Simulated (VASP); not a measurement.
ZnO (zincite): single point with PBE

ZnO (zincite):

```xyz
4
Lattice="3.3130 0.0000 0.0000 -1.6565 2.8692 0.0000 0.0000 0.0000 5.3078" Properties=species:S:1:pos:R:3 pbc="T T T"
Zn    1.6565    0.9564    0.0000
Zn    0.0000    1.9128    2.6539
O     0.0000    1.9128    4.6656
O     1.6565    0.9564    2.0117
```

This cell differs from its parent crystal: volume scaled by 1.06.

```yaml
Program: VASP 6.6.1
Task: single point
Functional: PBE
Potentials_or_basis: VASP PAW PBE potentials, release 64 (Zn, O)
Cutoff: 520 eV
k_mesh: 9 × 9 × 5
Occupations: fermi-dirac, width 0.05 eV
Spin: no spin polarisation
Dipole_correction: no
Further_INCAR_settings: ALGO = Normal; EDIFF = 1e-07; NBANDS = 26
```

```
Pressure               : -2.0 GPa
Largest force          : 0.054 eV/Å
Band gap on the k mesh : 0.70 eV, direct
```

Forces in eV/Å, atoms in the order of the input:
```
Zn   0.000  0.000 -0.054
Zn   0.000  0.000 -0.054
O    0.000  0.000  0.054
O    0.000  0.000  0.054
```

Stress tensor (GPa, compression positive):
```
-2.52  0.00  0.00
 0.00 -2.52  0.00
 0.00  0.00 -1.04
```

Levels at points of the mesh, in eV from the valence-band top:
| k point | band 15 | band 16 | band 17 | band 18 | band 19 | band 20 | band 21 | band 22 |
| --- | --- | --- | --- | --- | --- | --- | --- | --- |
| (0.00, 0.00, 0.00) | -0.75 | -0.05 | 0.00 | 0.00 | 0.70 | 4.99 | 8.07 | 12.55 |

Run time: 26 s on 1 thread of Intel(R) Xeon(R) Platinum 8559C (Emerald Rapids) (shared host), peak memory 0.19 GiB.
